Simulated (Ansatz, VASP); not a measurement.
# AlNi in VASP and in Ansatz

```
Al Ni
1.0
     1.93869   -1.95319    0.00000
     1.93869    1.95319    0.00000
     0.00000    0.00000    3.09943
Al Ni
1 1
Direct
  0.00000 0.00000 0.00000
  0.50000 0.50000 0.50000
```

Alike in both runs: task single point; functional r2SCAN; k mesh 16 × 16 × 14; occupations methfessel-paxton of order 1, width 0.05 eV; no spin polarisation.

```csv
,VASP,Ansatz
version,VASP 6.6.1,Ansatz 0.2.0
potentials or method,"VASP PAW PBE potentials, release 64 (Al, Ni), cutoff 520 eV","scalar-relativistic, plane waves, PAW"
valence electrons in the cell,13,21
```

VASP gave:

| Item | Value |
| --- | --- |
| gap on the k mesh at the Fermi level (eV) | none |
| pressure (GPa) | 0.3 |
| traceless stress, the component that is largest in VASP (GPa) | -4.93 |

**Question.** What did Ansatz give for the same quantities?

**Answer.** gap on the k mesh at the Fermi level (eV): none; pressure (GPa): 0.5; traceless stress, the component that is largest in VASP (GPa): -4.76.

VASP's potentials were made for PBE, not for r2SCAN. A gap of «none» marks a metal or a gap that the smearing closes. VASP's potentials hold 13 valence electrons a cell and Ansatz's 21, so a difference there can come from the potentials and not from the codes.
